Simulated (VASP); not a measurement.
# S (P6/mmm) in VASP: single point with PBEsol

Aim: the single point of S with PBEsol.

Program: VASP 6.6.1. These are calculated values, not measurements. Logs are shortened: lines on timing, memory, paths and dates and some standing lists are left out, and cuts for length are marked.

**1. The cell of the first run**

The structure is hexagonal, space group P6/mmm (No. 191). The conventional cell has a = 3.374 Å, b = 3.374 Å, c = 5.859 Å, α = 90.00°, β = 90.00°, γ = 120.00°. Within 4.4 Å of S (site symmetry 6/mmm) lie 6 S at 3.37 Å.

This isn't the form of S at room conditions, which is orthorhombic, of S8 rings.

**2. Single point, PBEsol**

INCAR reads:

```
PREC     = Accurate       # precision mode
ENCUT    = 520            # plane-wave cutoff, eV
EDIFF    = 1E-7           # SCF threshold, eV
ISMEAR   = -1             # smearing method
SIGMA    = 0.05           # smearing width, eV
LREAL    = False          # projectors in reciprocal space
LASPH    = True           # aspherical terms in the spheres
NELM     = 60             # most SCF steps
ALGO     = Normal         # electronic algorithm
ISIF     = 2              # what is computed and relaxed
LWAVE    = False          # write WAVECAR
LCHARG   = False          # write CHGCAR
GGA      = PS             # functional
NBANDS   = 13             # bands
```

KPOINTS reads:

```
regular mesh
0
Gamma
  8 8 2
```

POSCAR reads:

```
S
1.0
    3.3742700000      0.0000000000      0.0000000000
   -1.6871400000      2.9222100000      0.0000000000
    0.0000000000      0.0000000000     11.7174100000
S
2
Direct
    0.0000000000      0.0000000000      0.7500000000
    0.0000000000      0.0000000000      0.2500000000
```

Potentials or basis: VASP PAW PBE potentials, release 64 (S).

Run with:

```console
> cat potpaw_PBE.64/S/POTCAR > POTCAR
> mpirun -np 1 vasp_std > vasp.out
```

OUTCAR:

```text
PREC = Accurate
   ENCUT = 520
   EDIFF = 1E-7
   ISMEAR = -1
   LREAL = False
   LASPH = True
   NELM = 60
   ISIF = 2
   GGA = PS

 ion  position               nearest neighbor table
   1  0.000  0.000  0.750-
   2  0.000  0.000  0.250-

  LATTYP: Found a hexagonal cell.
 ALAT       =     3.3742700000
 C/A-ratio  =     3.4725762906

  Lattice vectors:

 A1 = (   3.3742700000,   0.0000000000,   0.0000000000)
 A2 = (  -1.6871400000,   2.9222100000,   0.0000000000)
 A3 = (   0.0000000000,   0.0000000000,  11.7174100000)

Analysis of symmetry for initial positions (statically):
=====================================================================
 Subroutine PRICEL returns following result:

  LATTYP: Found a hexagonal cell.
 ALAT       =     3.3742700000
 C/A-ratio  =     1.7362881453

  Lattice vectors:

 A1 = (   3.3742700000,   0.0000000000,   0.0000000000)
 A2 = (  -1.6871400000,   2.9222100000,   0.0000000000)
 A3 = (   0.0000000000,   0.0000000000,   5.8587050000)

   2 primitive cells build up your supercell.

 Routine SETGRP: Setting up the symmetry group for a
 hexagonal supercell.

 Subroutine GETGRP returns: Found 24 space group operations
 (whereof 24 operations were pure point group operations)
 out of a pool of 24 trial point group operations.

The static configuration has the point symmetry D_6h.

Analysis of symmetry for dynamics (positions and initial velocities):
=====================================================================
 Subroutine PRICEL returns following result:

  LATTYP: Found a hexagonal cell.
 ALAT       =     3.3742700000
 C/A-ratio  =     1.7362881453

  Lattice vectors:

 A1 = (   3.3742700000,   0.0000000000,   0.0000000000)
 A2 = (  -1.6871400000,   2.9222100000,   0.0000000000)
 A3 = (   0.0000000000,   0.0000000000,   5.8587050000)

   2 primitive cells build up your supercell.

 Routine SETGRP: Setting up the symmetry group for a
 hexagonal supercell.

 Subroutine GETGRP returns: Found 24 space group operations
 (whereof 24 operations were pure point group operations)
 out of a pool of 24 trial point group operations.

The dynamic configuration has the point symmetry D_6h.

 Subroutine INISYM returns: Found 24 space group operations
 (whereof 24 operations are pure point group operations),
 and found     2 'primitive' translations

----------------------------------------------------------------------------------------

                                     Primitive cell

  volume of cell :      57.7687

  direct lattice vectors                    reciprocal lattice vectors
     3.374270000  0.000000000  0.000000000     0.296360398  0.171103884  0.000000000
    -1.687140000  2.922210000  0.000000000     0.000000000  0.342206754  0.000000000
     0.000000000  0.000000000  5.858705000     0.000000000  0.000000000  0.170686184

  length of vectors
     3.374270000  3.374278095  5.858705000     0.342207575  0.342206754  0.170686184

  position of ions in fractional coordinates (direct lattice)
     0.000000000  0.000000000  0.500000000

  ion indices of the primitive-cell ions
   primitive index   ion index
                 1           1

----------------------------------------------------------------------------------------

 KPOINTS: regular mesh

Automatic generation of k-mesh.
 Grid dimensions read from file:
 generate k-points for:    8    8    2

 Generating k-lattice:

  Cartesian coordinates                     Fractional coordinates (reciprocal lattice)
     0.037045050  0.021387986  0.000000000     0.125000000  0.000000000  0.000000000
     0.000000000  0.042775844  0.000000000     0.000000000  0.125000000  0.000000000
     0.000000000  0.000000000  0.042671546     0.000000000  0.000000000  0.500000000

  Length of vectors
     0.042775947  0.042775844  0.042671546

  Shift w.r.t. Gamma in fractional coordinates (k-lattice)
     0.000000000  0.000000000  0.000000000

 Subroutine IBZKPT returns following result:
 ===========================================

 Found     20 irreducible k-points:

 Following reciprocal coordinates:
            Coordinates               Weight
  0.000000  0.000000  0.000000      1.000000
  0.125000  0.000000  0.000000      6.000000
  0.250000  0.000000  0.000000      6.000000
  0.375000 -0.000000  0.000000      6.000000
  0.500000  0.000000  0.000000      3.000000
  0.125000  0.125000  0.000000      6.000000
[... 12 lines left out ...]
  0.250000  0.250000  0.500000      6.000000
  0.375000  0.250000  0.500000      6.000000
   k-points           NKPTS =     20   k-points in BZ     NKDIM =     20   number of bands    NBANDS=     13
   number of dos      NEDOS =    301   number of ions     NIONS =      2
   total plane-waves  NPLWV =  70560
   dimension x,y,z NGX =    28 NGY =   28 NGZ =   90
   dimension x,y,z NGXF=    56 NGYF=   56 NGZF=  180
   ions per type =               2
   NGX,Y,Z   is equivalent  to a cutoff of  13.80, 13.80, 12.77 a.u.
   NGXF,Y,Z  is equivalent  to a cutoff of  27.59, 27.59, 25.54 a.u.
 SYSTEM =  unknown system
   PREC   = accura    normal or accurate (medium, high low for compatibility)
   ISTART =      0    job   : 0-new  1-cont  2-samecut
   ICHARG =      2    charge: 1-file 2-atom 10-const
   ISPIN  =      1    spin polarized calculation?
   LNONCOLLINEAR =      F non collinear calculations
   LSORBIT =      F    spin-orbit coupling
   LASPH  =      T    aspherical Exc in radial PAW
   ENCUT  =  520.0 eV  38.22 Ry    6.18 a.u.   6.27  6.27 21.79*2*pi/ulx,y,z
   NELM   =     60;   NELMIN=  2; NELMDL= -5     # of ELM steps
   EDIFF  = 0.1E-06   stopping-criterion for ELM
   LREAL  =      F    real-space projection
   EDIFFG = 0.1E-05   stopping-criterion for IOM
   NSW    =      0    number of steps for IOM
   IBRION =     -1    ionic relax: 0-MD 1-quasi-New 2-CG
   NFREE  =      0    steps in history (QN), initial steepest desc. (CG)
   ISIF   =      2    stress and relaxation
   ISYM   =      2    0-nonsym 1-usesym 2-fastsym
   POTIM  = 0.5000    time-step for ionic-motion
   TEBEG  =    0.0;   TEEND  =   0.0 temperature during run
   PSTRESS=    0.0 pullay stress
   NELECT =      12.0000    total number of electrons
   NUPDOWN=      -1.0000    fix difference up-down
   EMIN   =  10.00;   EMAX   =-10.00  energy-range for DOS
   EFERMI =   0.00;   METHOD = LEGACY
   ISMEAR =    -1;   SIGMA  =   0.05  broadening in eV -4-tet -1-fermi 0-gaus
   EFERMI_NEDOS =   21; number of points for ismear=-14 and -15
   IALGO  =     38    algorithm
   IMIX   =      4    mixing-type and parameters
     AMIX     =   0.40;   BMIX     =  1.00
     AMIX_MAG =   1.60;   BMIX_MAG =  1.00
  volume/ion in A,a.u.               =      57.77       389.84
  Fermi-wavevector in a.u.,A,eV,Ry     =   0.769534  1.454208  8.057126  0.592182
  Thomas-Fermi vector in A             =   1.870543
   LORBIT       =      0    0 simple, 1 ext, 2 COOP (PROOUT), +10 PAW based schemes
   GGA     = PS    functional components
   LHFCALC =     F    Hartree Fock is set to
   AEXX    =    0.0000 exact exchange contribution
   IVDW    =     0    specifies the selected vdW correction
   LEPSILON=     F    determine dielectric tensor
   LRPA    =     F    only Hartree local field effects (RPA)
 non-spin polarized calculation
  energy-cutoff  :      520.00
  volume of cell :      115.54
 maximum number of plane-waves:      3139
 NGX is ok and might be reduce to    28
   NGX = 13   NGY = 13   NGZ = 43

 number of electron      12.0000001 magnetization

 Free energy of the ion-electron system (eV)
  ---------------------------------------------------
  ext. energy  EPLUGINS =         0.00000000
  ---------------------------------------------------
  free energy    TOTEN  =        -3.63664743 eV

  energy without entropy =       -3.56094956  energy(sigma->0) =       -3.59879849

 E-fermi :  -3.3728     XC(G=0):  -5.4214

 val. band max:       -3.3795327268   @ k =   0.5000   0.0000   0.0000
 cond. band min:      -3.3012188392   @ k =   0.3750   0.2500   0.0000
 fundamental gap:      0.0783138876
 Fermi energy:        -3.3728430103

 k-point     1 :       0.0000    0.0000    0.0000
  band No.  band energies     occupation
      1     -14.9780      2.00000
      2     -14.9751      2.00000
      3      -4.5473      2.00000
      4      -4.4309      2.00000
      5      -2.0580      0.00000
      6      -2.0580      0.00000
      7      -2.0571      0.00000
      8      -2.0571      0.00000
      9       2.4426      0.00000
     10       4.0685      0.00000
     11       4.9763      0.00000
     12       6.1806      0.00000
     13       6.8090      0.00000

 k-point     2 :       0.1250    0.0000    0.0000
  band No.  band energies     occupation
      1     -14.8490      2.00000
      2     -14.8462      2.00000
      3      -4.4098      2.00000
      4      -4.3007      2.00000
      5      -2.7695      0.00001
      6      -2.7646      0.00001
      7      -2.2032      0.00000
      8      -2.2022      0.00000
      9       2.7616      0.00000
     10       4.2132      0.00000
     11       5.4682      0.00000
     12       6.8201      0.00000
     13       7.2426      0.00000

 k-point     3 :       0.2500    0.0000    0.0000
  band No.  band energies     occupation
      1     -14.5082      2.00000
      2     -14.5059      2.00000
      3      -4.1860      2.00000
      4      -4.1789      2.00000
      5      -4.0467      2.00000
      6      -3.9580      1.99998
      7      -2.5236      0.00000
      8      -2.5224      0.00000
      9       3.5942      0.00000
     10       4.5310      0.00000
     11       6.0459      0.00000
     12       6.4727      0.00000
     13       6.8319      0.00000
[... 241 lines left out ...]
 k-point    19 :       0.2500    0.2500    0.5000
  band No.  band energies     occupation
      1     -13.9376      2.00000
      2     -13.9376      2.00000
      3      -5.2695      2.00000
      4      -5.2695      2.00000
      5      -3.9632      1.99999
      6      -3.9632      1.99999
      7      -3.4177      1.42058
      8      -3.4177      1.42058
      9       5.2129      0.00000
     10       5.2129      0.00000
     11       6.8987      0.00000
     12       6.8987      0.00000
     13       7.5393      0.00000

 k-point    20 :       0.3750    0.2500    0.5000
  band No.  band energies     occupation
      1     -13.8031      2.00000
      2     -13.8031      2.00000
      3      -5.3551      2.00000
      4      -5.3551      2.00000
      5      -4.4141      2.00000
      6      -4.4141      2.00000
      7      -3.2812      0.27569
      8      -3.2812      0.27569
      9       5.5821      0.00000
     10       5.5821      0.00000
     11       6.8399      0.00000
     12       6.8399      0.00000
     13       7.6909      0.00000

------------------------ aborting loop because EDIFF is reached ----------------------------------------

  FORCE on cell =-STRESS in cart. coord.  units (eV):
  Direction    XX          YY          ZZ          XY          YZ          ZX
  --------------------------------------------------------------------------------------
  -------------------------------------------------------------------------------------
  Total       -6.8047013     -6.8047314     -0.0453508      0.0000116      0.0000000      0.0000000
  in kB      -94.3619205    -94.3623378     -0.6288877      0.0001615      0.0000000      0.0000000
  external PRESSURE =     -63.1177153 kB  Pullay stress =       0.0000000 kB

 VOLUME and BASIS-vectors are now :
 -----------------------------------------------------------------------------
  energy-cutoff  :      520.00
  volume of cell :      115.54
      direct lattice vectors                 reciprocal lattice vectors
     3.374270000  0.000000000  0.000000000     0.296360398  0.171103884  0.000000000
    -1.687140000  2.922210000  0.000000000     0.000000000  0.342206754  0.000000000
     0.000000000  0.000000000 11.717410000     0.000000000  0.000000000  0.085343092

 POSITION                                       TOTAL-FORCE (eV/Angst)
 -----------------------------------------------------------------------------------
      0.00000      0.00000      8.78806         0.000000      0.000000     -0.000000
      0.00000      0.00000      2.92935        -0.000000      0.000000      0.000000
 -----------------------------------------------------------------------------------
    total drift:                                0.000000      0.000000      0.000000

  FREE ENERGIE OF THE ION-ELECTRON SYSTEM (eV)
  ---------------------------------------------------
  free  energy   TOTEN  =        -3.6366474310 eV

  energy  without entropy=       -3.5609495587  energy(sigma->0) =       -3.59879849
```

Run time: 31 s. Hardware: 1 thread of Intel Xeon Platinum 8259CL at 2.50GHz (Skylake/Cascade Lake), shared host; peak memory 0.23 GiB.

What came out:

```yaml
Free_energy: -3.6366 eV
Pressure: -6.3 GPa
Band_gap_on_the_k_mesh: zero (bands 6 and 7 overlap by 1.39 eV)
```

Stress tensor (GPa, compression positive):
```
-9.44  0.00  0.00
 0.00 -9.44  0.00
 0.00  0.00 -0.06
```

Caveat: the stress differs along the axes, from -9 to -0 GPa; the PAW data sets were made with another functional, which shifts forces and pressure a little; this functional lacks dispersion, which binds layers or chains, so the pressure and a relaxed spacing across them are unreliable.

The gap in the log of VASP goes by the Fermi energy; the results here count the filled bands.